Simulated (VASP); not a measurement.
# MnH4 (Pm-3m) in VASP: notebook

Runs on MnH4. Level: PBE. Tasks: relaxation of cell and atoms, single point.

All numbers are computed with VASP 6.6.1; they aren't measurements. Logs are shortened: lines on timing, memory, paths and dates and some standing lists are left out, and cuts for length are marked.

### 1 The cell of the first run

It takes space group Pm-3m (No. 221, cubic). Conventional cell: a = 3.547 Å, b = 3.547 Å, c = 3.547 Å, α = 90.00°, β = 90.00°, γ = 90.00°. Mn (site symmetry m-3m) has 6 H at 1.77 Å within 2.4 Å. H (site symmetry m-3m) has 12 H at 2.51 Å and 8 Mn at 3.07 Å within 3.3 Å. H (site symmetry 4/mmm) has 2 Mn at 1.77 Å within 2.4 Å.

The cell was generated, and may not be a known phase.

### 2 Relaxation of cell and atoms, PBE, collinear spin, ferromagnetic start

File INCAR:

```
SYSTEM = MnH4
  PREC = Accurate
  ENCUT = 600
  EDIFF = 1E-6
  ISMEAR = 0
  SIGMA = 0.1
  LREAL = .FALSE.
  LASPH = .TRUE.
  NELM = 150
  ALGO = Normal
  ISIF = 3
  LWAVE = .FALSE.
  LCHARG = .FALSE.
  ISPIN = 2
  MAGMOM = 4 0 0 0 0
  LORBIT = 11
  LMAXMIX = 4
  GGA = PE
  IBRION = 2
  NSW = 90
  EDIFFG = -0.04
```

File KPOINTS:

```
regular mesh
0
G
  6 6 6
  0 0 0
```

File POSCAR:

```
MnH4
1.0
    3.5468657000      0.0000000000      0.0000000000
    0.0000000000      3.5468657000      0.0000000000
    0.0000000000      0.0000000000      3.5468657000
Mn H
1 4
Direct
    0.5000000000      0.5000000000      0.5000000000
    0.0000000000      0.0000000000      0.0000000000
    0.5000000000      0.5000000000      0.0000000000
    0.5000000000      0.0000000000      0.5000000000
    0.0000000000      0.5000000000      0.5000000000
```

Potentials or basis: VASP PAW PBE potentials, release 64 (Mn_pv, H).

On the command line:

```sh
$ cat potpaw_PBE.64/Mn_pv/POTCAR potpaw_PBE.64/H/POTCAR > POTCAR
$ mpirun -np 1 vasp_std > vasp.out
```

OUTCAR:

```text
SYSTEM = MnH4
   PREC = Accurate
   ENCUT = 600
   EDIFF = 1E-6
   ISMEAR = 0
   LREAL = .FALSE.
   LASPH = .TRUE.
   NELM = 150
   ISIF = 3
   ISPIN = 2
   LORBIT = 11
   GGA = PE
   IBRION = 2
   NSW = 90
   EDIFFG = -0.04

 ion  position               nearest neighbor table
   1  0.500  0.500  0.500-   3 1.77   4 1.77   5 1.77   3 1.77   4 1.77   5 1.77
   2  0.000  0.000  0.000-
   3  0.500  0.500  0.000-   1 1.77   1 1.77
   4  0.500  0.000  0.500-   1 1.77   1 1.77
   5  0.000  0.500  0.500-   1 1.77   1 1.77

  LATTYP: Found a simple cubic cell.
 ALAT       =     3.5468657000

  Lattice vectors:

 A1 = (   3.5468657000,   0.0000000000,   0.0000000000)
 A2 = (   0.0000000000,   3.5468657000,   0.0000000000)
 A3 = (   0.0000000000,   0.0000000000,   3.5468657000)

Analysis of symmetry for initial positions (statically):
=====================================================================
 Subroutine PRICEL returns:
 Original cell was already a primitive cell.

 Routine SETGRP: Setting up the symmetry group for a
 simple cubic supercell.

 Subroutine GETGRP returns: Found 48 space group operations
 (whereof 48 operations were pure point group operations)
 out of a pool of 48 trial point group operations.

The static configuration has the point symmetry O_h .

Analysis of symmetry for dynamics (positions and initial velocities):
=====================================================================
 Subroutine PRICEL returns:
 Original cell was already a primitive cell.

 Routine SETGRP: Setting up the symmetry group for a
 simple cubic supercell.

 Subroutine GETGRP returns: Found 48 space group operations
 (whereof 48 operations were pure point group operations)
 out of a pool of 48 trial point group operations.

The dynamic configuration has the point symmetry O_h .

Analysis of structural, dynamic, and magnetic symmetry:
=====================================================================
 Subroutine PRICEL returns:
 Original cell was already a primitive cell.

 Routine SETGRP: Setting up the symmetry group for a
 simple cubic supercell.

 Subroutine GETGRP returns: Found 48 space group operations
 (whereof 48 operations were pure point group operations)
 out of a pool of 48 trial point group operations.

The overall configuration has the point symmetry O_h .

 Subroutine INISYM returns: Found 48 space group operations
 (whereof 48 operations are pure point group operations),
 and found     1 'primitive' translations

----------------------------------------------------------------------------------------

                                     Primitive cell

  volume of cell :      44.6205

  direct lattice vectors                    reciprocal lattice vectors
     3.546865700  0.000000000  0.000000000     0.281939065  0.000000000  0.000000000
     0.000000000  3.546865700  0.000000000     0.000000000  0.281939065  0.000000000
     0.000000000  0.000000000  3.546865700     0.000000000  0.000000000  0.281939065

  length of vectors
     3.546865700  3.546865700  3.546865700     0.281939065  0.281939065  0.281939065

  position of ions in fractional coordinates (direct lattice)
     0.500000000  0.500000000  0.500000000
     0.000000000  0.000000000  0.000000000
     0.500000000  0.500000000  0.000000000
     0.500000000  0.000000000  0.500000000
     0.000000000  0.500000000  0.500000000

  ion indices of the primitive-cell ions
   primitive index   ion index
                 1           1
                 2           2
                 3           3
                 4           4
                 5           5

----------------------------------------------------------------------------------------

 KPOINTS: regular mesh

Automatic generation of k-mesh.
 Grid dimensions read from file:
 generate k-points for:    6    6    6

 Generating k-lattice:

  Cartesian coordinates                     Fractional coordinates (reciprocal lattice)
     0.046989844  0.000000000  0.000000000     0.166666667  0.000000000  0.000000000
     0.000000000  0.046989844  0.000000000     0.000000000  0.166666667  0.000000000
[... 36 lines left out ...]
   number of dos      NEDOS =    301   number of ions     NIONS =      5
   total plane-waves  NPLWV =  21952
   dimension x,y,z NGX =    28 NGY =   28 NGZ =   28
   dimension x,y,z NGXF=    56 NGYF=   56 NGZF=   56
   ions per type =               1   4
   NGX,Y,Z   is equivalent  to a cutoff of  13.12, 13.12, 13.12 a.u.
   NGXF,Y,Z  is equivalent  to a cutoff of  26.25, 26.25, 26.25 a.u.
 SYSTEM =  MnH4
   PREC   = accura    normal or accurate (medium, high low for compatibility)
   ISTART =      0    job   : 0-new  1-cont  2-samecut
   ICHARG =      2    charge: 1-file 2-atom 10-const
   ISPIN  =      2    spin polarized calculation?
   LNONCOLLINEAR =      F non collinear calculations
   LSORBIT =      F    spin-orbit coupling
   LASPH  =      T    aspherical Exc in radial PAW
[... 18 lines left out ...]
   EFERMI_NEDOS =   21; number of points for ismear=-14 and -15
   IALGO  =     38    algorithm
   IMIX   =      4    mixing-type and parameters
     AMIX     =   0.40;   BMIX     =  1.00
     AMIX_MAG =   1.60;   BMIX_MAG =  1.00
  volume/ion in A,a.u.               =       8.92        60.22
  Fermi-wavevector in a.u.,A,eV,Ry     =   1.186806  2.242738 19.163921  1.408508
  Thomas-Fermi vector in A             =   2.322971
   LORBIT       =     11    0 simple, 1 ext, 2 COOP (PROOUT), +10 PAW based schemes
   GGA     = PE    functional components
   LHFCALC =     F    Hartree Fock is set to
   AEXX    =    0.0000 exact exchange contribution
   IVDW    =     0    specifies the selected vdW correction
   LEPSILON=     F    determine dielectric tensor
   LRPA    =     F    only Hartree local field effects (RPA)
 conjugate gradient relaxation of ions
 spin polarized calculation
 Gauss-broadening in eV      SIGMA  =   0.10
  energy-cutoff  :      600.00
  volume of cell :       44.62
 maximum number of plane-waves:      1503
   NGX = 15   NGY = 15   NGZ = 15

--------------------------------------- Ionic step        1  -------------------------------------------

 number of electron      17.0000027 magnetization       3.0284219

 Free energy of the ion-electron system (eV)
  ---------------------------------------------------
  ext. energy  EPLUGINS =         0.00000000
  ---------------------------------------------------
  free energy    TOTEN  =       -19.15278564 eV

  energy without entropy =      -19.15079763  energy(sigma->0) =      -19.15179163

------------------------ aborting loop because EDIFF is reached ----------------------------------------

  FORCE on cell =-STRESS in cart. coord.  units (eV):
  Direction    XX          YY          ZZ          XY          YZ          ZX
  --------------------------------------------------------------------------------------
  -------------------------------------------------------------------------------------
  Total       -1.4975934     -1.4975934     -1.4975934     -0.0000000     -0.0000000      0.0000000
  in kB      -53.7737427    -53.7737427    -53.7737427     -0.0000000     -0.0000000      0.0000000
  external PRESSURE =     -53.7737427 kB  Pullay stress =       0.0000000 kB
[... 65 lines left out ...]
--------------------------------------- Ionic step        3  -------------------------------------------

 number of electron      16.9999990 magnetization       3.0104878

 Free energy of the ion-electron system (eV)
  ---------------------------------------------------
  ext. energy  EPLUGINS =         0.00000000
  ---------------------------------------------------
  free energy    TOTEN  =       -19.23922074 eV

  energy without entropy =      -19.23683808  energy(sigma->0) =      -19.23802941

 E-fermi :   1.5368     XC(G=0):  -9.4293

 val. band max:        1.5283283714   @ k =   0.0000   0.0000   0.0000
 cond. band min:       1.5565639215   @ k =   0.5000   0.3333   0.3333
 fundamental gap:      0.0282355501
 Fermi energy:         1.5368498919

 spin component 1

 k-point     1 :       0.0000    0.0000    0.0000
  band No.  band energies     occupation
      1     -48.9393      1.00000
      2     -48.9393      1.00000
      3     -48.9393      1.00000
      4      -7.0877      1.00000
      5      -3.9170      1.00000
      6      -3.9170      1.00000
      7      -1.0113      1.00000
      8      -1.0113      1.00000
      9      -1.0113      1.00000
     10       4.7127      0.00000
     11       6.5593      0.00000
     12       6.5593      0.00000
     13       8.4108      0.00000
     14       8.4108      0.00000
[... 308 lines left out ...]
  band No.  band energies     occupation
      1     -48.9546      1.00000
      2     -48.9546      1.00000
      3     -48.9546      1.00000
      4      -1.7460      1.00000
      5      -1.7460      1.00000
      6      -1.7460      1.00000
      7      -0.9574      1.00000
      8      -0.9574      1.00000
      9      -0.9574      1.00000
     10      -0.7388      1.00000
     11      -0.7388      1.00000
     12       3.0157      0.00000
     13       5.7884      0.00000
     14       8.4499      0.00000
 Fermi energy:         1.5368498919

 spin component 2

 k-point     1 :       0.0000    0.0000    0.0000
  band No.  band energies     occupation
      1     -45.0483      1.00000
      2     -45.0483      1.00000
      3     -45.0483      1.00000
      4      -7.1780      1.00000
      5      -2.6367      1.00000
      6      -2.6366      1.00000
      7       1.5283      0.54796
      8       2.9457      0.00000
      9       2.9459      0.00000
     10       2.9459      0.00000
     11       8.1996      0.00000
     12       8.1996      0.00000
     13       8.9513      0.00000
     14       8.9513      0.00000
[... 353 lines left out ...]
  FREE ENERGIE OF THE ION-ELECTRON SYSTEM (eV)
  ---------------------------------------------------
  free  energy   TOTEN  =       -19.2392207411 eV

  energy  without entropy=      -19.2368380751  energy(sigma->0) =      -19.23802941

 reached required accuracy - stopping structural energy minimisation

 total charge

# of ion       s       p       d       tot
------------------------------------------
    1        0.341   6.326   4.889  11.556
    2        0.362   0.003   0.000   0.365
    3        0.561   0.012   0.000   0.573
    4        0.561   0.012   0.000   0.573
    5        0.561   0.012   0.000   0.573
--------------------------------------------------
tot          2.386   6.363   4.889  13.639

 magnetization (x)

# of ion       s       p       d       tot
------------------------------------------
    1        0.030   0.037   3.561   3.628
    2       -0.290  -0.000   0.000  -0.291
    3       -0.054   0.007   0.000  -0.048
    4       -0.054   0.007   0.000  -0.048
    5       -0.054   0.007   0.000  -0.048
--------------------------------------------------
tot         -0.423   0.057   3.561   3.195
```

Wall time 2.2 min (1 thread of Oxide Virtual Turin-like, shared host); peak memory 0.16 GiB.

What came out:

```
Free energy                                           : -19.2392 eV
Relaxed volume                                        : 7.86 Å³/atom
Relaxed cell                                          : a = 3.400 Å, b = 3.400 Å, c = 3.400 Å, α = 90.00°, β = 90.00°, γ = 90.00°
Space group after relaxing (to 0.1 Å)                 : Pm-3m (No. 221)
Energy gained by relaxing                             : 17.3 meV/atom
Ionic steps                                           : 3
Pressure after relaxing                               : 0.6 GPa
Band gap on the k mesh                                : zero (filled and empty bands overlap)
Net moment                                            : 3.01 μB per cell
Site moments                                          : Mn +3.63; H -0.29, -0.05 (each value once) μB
Valence electrons inside the program's atomic spheres : Mn 11.56; H 0.36, 0.57 (each value once)
```

Step by step:
| step | energy change (eV) | largest force (eV/Å) | pressure (GPa) | volume (Å³) |
| --- | --- | --- | --- | --- |
| 1 | 0.0000 | 0.0000 | -5.38 | 44.62 |
| 2 | -0.0536 | 0.0000 | -3.66 | 42.71 |
| 3 | -0.0864 | 0.0000 | 0.63 | 39.31 |

Final structure:
```
CELL_PARAMETERS angstrom
3.40012 0.00000 0.00000
0.00000 3.40012 0.00000
0.00000 0.00000 3.40012
ATOMIC_POSITIONS crystal
Mn 0.50000 0.50000 0.50000
H 0.00000 0.00000 0.00000
H 0.50000 0.50000 0.00000
H 0.50000 0.00000 0.50000
H 0.00000 0.50000 0.50000
```

### 3 Single point, PBE, collinear spin

This run uses another cell than the first one, of 7.88 Å³/atom.

File INCAR:

```
SYSTEM = MnH4
ALGO = Fast ; EDIFF = 1E-7
ENCUT = 520 ; GGA = PE
ISIF = 2 ; ISMEAR = 0
ISPIN = 2 ; LASPH = .TRUE.
LCHARG = .FALSE. ; LMAXMIX = 4
LORBIT = 11 ; LREAL = .FALSE.
LWAVE = .FALSE. ; MAGMOM = 3.16 -0.63 0 0 0
NBANDS = 20 ; NELM = 150
PREC = Accurate ; SIGMA = 0.1
```

File KPOINTS:

```
k-points
0
G
  12 12 12
  0 0 0
```

POSCAR, as its differences from that of step 2:

```diff
@@ -2,5 +2,5 @@
 1.0
-    3.5468657000      0.0000000000      0.0000000000
-    0.0000000000      3.5468657000      0.0000000000
-    0.0000000000      0.0000000000      3.5468657000
+    3.4027636686      0.0000000000      0.0000000000
+    0.0000000000      3.4027636686      0.0000000000
+    0.0000000000      0.0000000000      3.4027636686
 Mn H
```

Potentials or basis: VASP PAW PBE potentials, release 64 (Mn_pv, H).

On the command line:

```sh
$ cat potpaw_PBE.64/Mn_pv/POTCAR potpaw_PBE.64/H/POTCAR > POTCAR
$ mpirun -np 1 vasp_std > vasp.out
```

Run time: 2.2 min. Hardware: 1 thread of Oxide Virtual Turin-like, shared host; peak memory 0.2 GiB.

The run converged. Its results:

* Free energy: -19.2559 eV
* Pressure: -0.1 GPa
* Net moment: 2.90 μB per cell
* Site moments: Mn +3.56; H -0.30, -0.05 (each value once) μB
* Valence electrons inside the program's atomic spheres: Mn 11.56; H 0.37, 0.57 (each value once)

Levels at points of the mesh, in eV from the Fermi level:
Spin up:
```tsv
k point	band 7	band 8	band 9	band 10	band 11	band 12	band 13	band 14
(0.00, 0.00, 0.00)	-2.67	-2.67	-2.67	3.12	4.87	4.87	6.72	6.72
(0.50, 0.00, 0.00)	-2.95	-2.95	-2.65	-1.83	2.77	5.27	9.20	9.20
(0.50, 0.50, 0.00)	-3.47	-2.90	-2.90	-2.41	-0.39	1.00	10.04	10.04
(0.50, 0.50, 0.50)	-2.65	-2.65	-2.65	-2.39	-2.39	1.44	4.09	6.77
```
Spin down:
```csv
k point,band 3,band 4,band 5,band 6,band 7,band 8,band 9,band 10,band 11,band 12
"(0.00, 0.00, 0.00)",-46.77,-8.88,-4.34,-4.34,-0.21,1.22,1.22,1.22,6.46,6.46
"(0.50, 0.00, 0.00)",-46.77,-6.57,-5.75,-4.16,0.08,0.74,0.74,0.87,1.26,6.79
"(0.50, 0.50, 0.00)",-46.77,-5.04,-3.57,-3.44,-3.44,0.49,0.84,0.84,1.19,1.91
"(0.50, 0.50, 0.50)",-46.79,-2.62,-2.62,-2.62,-2.27,-0.23,-0.23,-0.23,0.51,0.51
```

### 4 Relaxation of cell and atoms, PBE, collinear spin

This run uses another cell than the first one, of 7.94 Å³/atom.

File INCAR:

```
PREC     = Accurate       # precision mode
ENCUT    = 600            # plane-wave cutoff, eV
EDIFF    = 1E-6           # SCF threshold, eV
ISMEAR   = 0              # smearing method
SIGMA    = 0.1            # smearing width, eV
LREAL    = F              # projectors in reciprocal space
LASPH    = T              # aspherical terms in the spheres
NELM     = 150            # most SCF steps
ALGO     = Normal         # electronic algorithm
ISIF     = 3              # what is computed and relaxed
LWAVE    = F              # write WAVECAR
LCHARG   = F              # write CHGCAR
ISPIN    = 2              # spin polarisation
MAGMOM   = 3.16 -0.63 0 0 0 # initial moments
LORBIT   = 11             # projections on sites
LMAXMIX  = 4              # l up to which the mixer works
GGA      = PE             # functional
IBRION   = 2              # ionic algorithm
NSW      = 100            # ionic steps
EDIFFG   = -0.01          # ionic threshold
```

File KPOINTS:

```
regular mesh
0
Gamma
  12 12 12
```

POSCAR, as its differences from that of step 3:

```diff
@@ -2,5 +2,5 @@
 1.0
-    3.4027636686      0.0000000000      0.0000000000
-    0.0000000000      3.4027636686      0.0000000000
-    0.0000000000      0.0000000000      3.4027636686
+    3.4108303070      0.0000000000      0.0000000000
+    0.0000000000      3.4108303070      0.0000000000
+    0.0000000000      0.0000000000      3.4108303070
 Mn H
```

On the command line:

```sh
$ cat potpaw_PBE.64/Mn_pv/POTCAR potpaw_PBE.64/H/POTCAR > POTCAR
$ mpirun -np 1 vasp_std > vasp.out
```

It took 4.3 min on 1 thread of Oxide Virtual Turin-like, shared host; peak memory 0.2 GiB.

Results (log left out):

```
Free energy                                           : -19.2578 eV
Relaxed volume                                        : 7.90 Å³/atom
Relaxed cell                                          : a = 3.406 Å, b = 3.406 Å, c = 3.406 Å, α = 90.00°, β = 90.00°, γ = 90.00°
Space group after relaxing (to 0.1 Å)                 : Pm-3m (No. 221)
Energy gained by relaxing                             : 0.0 meV/atom
Ionic steps                                           : 3
Pressure after relaxing                               : -0.1 GPa
Net moment                                            : 2.90 μB per cell
Site moments                                          : Mn +3.57; H -0.30, -0.05 (each value once) μB
Valence electrons inside the program's atomic spheres : Mn 11.55; H 0.37, 0.57 (each value once)
```

The path:
| step | energy change (eV) | largest force (eV/Å) | pressure (GPa) | volume (Å³) |
| --- | --- | --- | --- | --- |
| 1 | 0.0000 | 0.0000 | -0.31 | 39.68 |
| 2 | -0.0002 | 0.0000 | -0.22 | 39.59 |
| 3 | -0.0002 | 0.0000 | -0.14 | 39.52 |

Final structure:
```cif
data_structure
_symmetry_space_group_name_H-M 'P 1'
_symmetry_Int_Tables_number 1
_cell_length_a 3.4062
_cell_length_b 3.4062
_cell_length_c 3.4062
_cell_angle_alpha 90.000
_cell_angle_beta 90.000
_cell_angle_gamma 90.000
_cell_volume 39.52
loop_
_atom_site_label
_atom_site_type_symbol
_atom_site_fract_x
_atom_site_fract_y
_atom_site_fract_z
_atom_site_occupancy
Mn1 Mn 0.50000 0.50000 0.50000 1
H1 H 0.00000 0.00000 0.00000 1
H2 H 0.50000 0.50000 0.00000 1
H3 H 0.50000 0.00000 0.50000 1
H4 H 0.00000 0.50000 0.50000 1
```

Levels at points of the mesh, in eV from the Fermi level:
Spin up:
| k point | band 6 | band 7 | band 8 | band 9 | band 10 | band 11 | band 12 | band 13 |
| --- | --- | --- | --- | --- | --- | --- | --- | --- |
| (0.00, 0.00, 0.00) | -5.57 | -2.68 | -2.68 | -2.68 | 3.12 | 4.85 | 4.85 | 6.71 |
| (0.50, 0.00, 0.00) | -4.94 | -2.95 | -2.95 | -2.65 | -1.84 | 2.78 | 5.24 | 9.18 |
| (0.50, 0.50, 0.00) | -3.46 | -3.46 | -2.90 | -2.90 | -2.41 | -0.41 | 1.00 | 10.03 |
| (0.50, 0.50, 0.50) | -3.40 | -2.64 | -2.64 | -2.64 | -2.40 | -2.40 | 1.45 | 4.07 |
Spin down:
```
           k point  band 4  band 5  band 6  band 7  band 8  band 9  band 10  band 11
(0.00, 0.00, 0.00)   -8.86   -4.33   -4.33   -0.22    1.22    1.22     1.22     6.44
(0.50, 0.00, 0.00)   -6.55   -5.74   -4.14    0.07    0.74    0.74     0.87     1.26
(0.50, 0.50, 0.00)   -5.03   -3.56   -3.43   -3.43    0.49    0.85     0.85     1.19
(0.50, 0.50, 0.50)   -2.62   -2.62   -2.62   -2.27   -0.22   -0.22    -0.22     0.51
```

### 5 Summary

| task | spin | cell | k mesh | cutoff (eV) | gap on the mesh (eV) | pressure (GPa) | moment (μB) |
| --- | --- | --- | --- | --- | --- | --- | --- |
| relaxation of cell and atoms | collinear, ferromagnetic start | relaxed from a = 3.547 Å, 5 atoms | 6 × 6 × 6 | 600 | none | 0.6 | 3.01 |
| single point | collinear | a = 3.403 Å, 5 atoms | 12 × 12 × 12 | 520 | none | -0.1 | 2.90 |
| relaxation of cell and atoms | collinear | relaxed from a = 3.411 Å, 5 atoms | 12 × 12 × 12 | 600 | none | -0.1 | 2.90 |

Alike in all rows: level PBE; potentials or basis VASP PAW PBE potentials, release 64 (Mn_pv, H); smearing gaussian 0.1 eV.

Absolute energies hang on the potentials; compare differences alone.

The gap in the log of VASP goes by the Fermi energy; the results here count the filled bands.